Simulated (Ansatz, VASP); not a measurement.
# HgTe: VASP beside Ansatz

```
CELL_PARAMETERS angstrom
0.00000 3.32021 3.17515
3.32021 0.00000 3.17515
3.32021 3.32021 0.00000
ATOMIC_POSITIONS crystal
Hg 0.00000 0.00000 0.00000
Te 0.75000 0.75000 0.75000
```

Change from the starting cell: strain +0.030 along x and y, -0.015 along z, atoms carried along.

Alike in both runs: task single point; functional PBE; k mesh 14 × 14 × 14; occupations gaussian, width 0.15 eV; no spin polarisation.

|  | VASP | Ansatz |
| --- | --- | --- |
| version | VASP 6.6.1 | Ansatz 0.2.0 |
| potentials or method | VASP PAW PBE potentials, release 64 (Hg, Te), cutoff 520 eV | scalar-relativistic, plane waves, PAW |
| valence electrons in the cell | 18 | 36 |

```csv
,VASP,Ansatz,Ansatz less VASP
gap on the k mesh at the Fermi level (eV),none,none,-
pressure (GPa),1.9,1.9,-0.05
"traceless stress, the component that is largest in VASP (GPa)",0.37,0.37,0.000
```

A gap of «none» marks a metal or a gap that the smearing closes. VASP's potentials hold 18 valence electrons a cell and Ansatz's 36, so a difference there can come from the potentials and not from the codes.

Spin-orbit coupling is off throughout.
